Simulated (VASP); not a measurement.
A run of VASP 6.6.1 is set up as follows.

The input INCAR:

```
SYSTEM = ZnCd2Se3
  PREC = Accurate
  ENCUT = 520
  EDIFF = 1E-6
  ISMEAR = 0
  SIGMA = 0.1
  LREAL = .False.
  LASPH = .True.
  NELM = 60
  ALGO = Normal
  ISIF = 2
  LWAVE = .False.
  LCHARG = .True.
  GGA = PE
  LELF = .True.
  LVHAR = .True.
  NBANDS = 36
```

File KPOINTS:

```
Automatic mesh
0
Gamma
  4 4 2
  0 0 0
```

Contents of POSCAR:

```
ZnCd2Se3
1.0
    3.8263144492      0.0000000000      0.0000000000
    0.0000000000      3.8263144492      0.0000000000
    0.0000000000      0.0000000000     11.4998769595
Zn Cd Se
1 2 3
Direct
    0.0000000000      0.0000000000      0.0000000000
    0.0000000000      0.5000000000      0.5965769570
    0.5000000000      0.0000000000      0.4034230430
    0.0000000000      0.5000000000      0.3528792985
    0.5000000000      0.0000000000      0.6471207015
    0.5000000000      0.5000000000      0.0000000000
```

Potentials or basis: VASP PAW PBE potentials, release 64 (Zn, Cd, Se).

Command:

```bash
$ cat potpaw_PBE.64/Zn/POTCAR potpaw_PBE.64/Cd/POTCAR potpaw_PBE.64/Se/POTCAR > POTCAR
$ mpirun -np 1 vasp_std > vasp.out
```

Question: What does it give for the largest force?

Answer: 0.046 eV/Å.

Question: Estimate the band gap on the k mesh.

Answer: Zero (band 27 reaches 1.26 eV, above the bottom of band 28 at 0.68 eV).

Question: What does it give for the pressure?

Answer: 0.3 GPa.

Forces in eV/Å, atoms in the order of the input:
```
Zn   0.000  0.000  0.000
Cd   0.000  0.000  0.017
Cd   0.000  0.000 -0.017
Se   0.000  0.000 -0.046
Se   0.000  0.000  0.046
Se   0.000  0.000  0.000
```

Caveat: the k points lie up to 0.41 Å⁻¹ apart.
